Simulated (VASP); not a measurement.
Write the native input for VASP 6.6.1 that does the following.

| Quantity | Value |
| --- | --- |
| Task | single point |
| Functional | PBE |
| Potentials or basis | VASP PAW PBE potentials, release 64 (Ca_sv, Se) |
| Cutoff | 520 eV |
| k mesh | 4 × 4 × 4 |
| Occupations | gaussian, width 0.01 eV |
| Spin | no spin polarisation |
| Dipole correction | no |
| Further INCAR settings | ALGO = Normal; EDIFF = 1e-06; NBANDS = 15 |

The structure of CaSe lies in POSCAR:

```
CaSe
1.0
    0.0000000000      2.9378597593      2.9378597593
    2.9378597593      0.0000000000      2.9378597593
    2.9378597593      2.9378597593      0.0000000000
Ca Se
1 1
Direct
    0.0000000000      0.0000000000      0.0000000000
    0.5000000000      0.5000000000      0.5000000000
```

This cell differs from its parent crystal: strain -1.0%.

One way to write it, as run:

INCAR

```
  PREC = Accurate
  ENCUT = 520
  EDIFF = 1E-6
  ISMEAR = 0
  SIGMA = 0.01
  LREAL = False
  LASPH = True
  NELM = 100
  ALGO = Normal
  ISIF = 2
  LWAVE = False
  LCHARG = False
  GGA = PE
  NBANDS = 15
```

KPOINTS

```
regular mesh
0
Gamma
  4 4 4
```

Potentials or basis: VASP PAW PBE potentials, release 64 (Ca_sv, Se).

Launch:

```sh
$ cat potpaw_PBE.64/Ca_sv/POTCAR potpaw_PBE.64/Se/POTCAR > POTCAR
$ mpirun -np 1 vasp_std > vasp.out
```

It gave:

* Pressure: 2.5 GPa
* Band gap on the k mesh: 1.96 eV, indirect (least direct gap 2.92 eV)

Caveat: the k points lie up to 0.46 Å⁻¹ apart; the cell differs from its parent crystal (strain -1.0%).

Wall time 7.6 s on 1 thread of Intel(R) Xeon(R) Platinum 8259CL CPU @ 2.50GHz (Skylake/Cascade Lake) (shared host), peak memory 0.17 GiB.
